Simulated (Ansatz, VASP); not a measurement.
# One calculation of N, two programs

Contents of INCAR:

```
SYSTEM = N
ALGO = Normal
EDIFF = 1E-6
ENCUT = 520
GGA = PS
ISIF = 2
ISMEAR = 1
IVDW = 12
LASPH = .TRUE.
LCHARG = .FALSE.
LREAL = .FALSE.
LWAVE = .FALSE.
NBANDS = 12
NELM = 100
PREC = Accurate
SIGMA = 0.1
```

KPOINTS

```
k-points
0
G
  9 9 8
  0 0 0
```

The input POSCAR:

```
N
1.0
    2.5194737886      0.0000000000      0.0000000000
   -1.2597368943      2.1819283051      0.0000000000
    0.0000000000      0.0000000000      2.4460020000
N
2
Direct
    0.3372590000      0.6722270000      0.7596520000
    0.6652740000      0.3336450000      0.2570860000
```

input.yaml

```yaml
crystal:
  lattice:
    - [2.5194737886, 0.0, 0.0]
    - [-1.2597368943, 2.1819283051, 0.0]
    - [0.0, 0.0, 2.446002]
  atoms:
    - { symbol: "N", position: [0.337259, 0.672227, 0.759652] }
    - { symbol: "N", position: [0.665274, 0.333645, 0.257086] }
hamiltonian:
  xc: pbesol
  pseudopotentials: { kind: paw, source: ansatz }
  dispersion: d3bj
kpoints:
  mp_grid: { grid: [9, 9, 8] }
  band_path:
    path:
      - [[0.0, 0.0, 0.0], [0.5, 0.0, 0.0], [0.3333333333, 0.3333333333, 0.0], [0.0, 0.0, 0.0], [0.0, 0.0, 0.5], [0.5, 0.0, 0.5], [0.3333333333, 0.3333333333, 0.5], [0.0, 0.0, 0.5]]
      - [[0.5, 0.0, 0.5], [0.5, 0.0, 0.0]]
      - [[0.3333333333, 0.3333333333, 0.0], [0.3333333333, 0.3333333333, 0.5]]
    npoints: 14
scf:
  occupations: { method: methfessel_paxton, width: 0.1 }
  n_extra_bands: 6
output:
  forces: true
  stress: true
  eigenvalues: true
  fatbands: true
  write_density: true
  write_potential: true
  elf: true
  volumetric_format: npy
```

Change from the starting cell: atoms moved at random, drawn with an rms of 0.02 Å.

Alike in both runs: functional PBEsol; dispersion D3(BJ); k mesh 9 × 9 × 8; occupations methfessel-paxton of order 1, width 0.1 eV; no spin polarisation.

|  | VASP | Ansatz |
| --- | --- | --- |
| version | VASP 6.6.1 | Ansatz 0.2.0 |
| potentials or method | VASP PAW PBE potentials, release 64 (N) | Ansatz PAW earlier set |
| plane-wave cutoff (eV) | 520 | 870 |
| valence electrons in the cell | 10 | 10 |
| task | single point | band structure |

VASP gave:

```
gap on the k mesh at the Fermi level (eV)                     : none
pressure (GPa)                                                : -3.5
traceless stress, the component that is largest in VASP (GPa) : -6.80
rms of the force components (eV/Å)                            : 0.203
```

**Question.** Which values does Ansatz return?

**Answer.** gap on the k mesh at the Fermi level (eV): none; pressure (GPa): -3.7; traceless stress, the component that is largest in VASP (GPa): -6.93; rms of the force components (eV/Å): 0.205.

VASP's potentials were made for PBE, not for PBEsol. Atom by atom the forces differ by 0.002 eV/Å (rms over components). A gap of «none» marks a metal or a gap that the smearing closes.
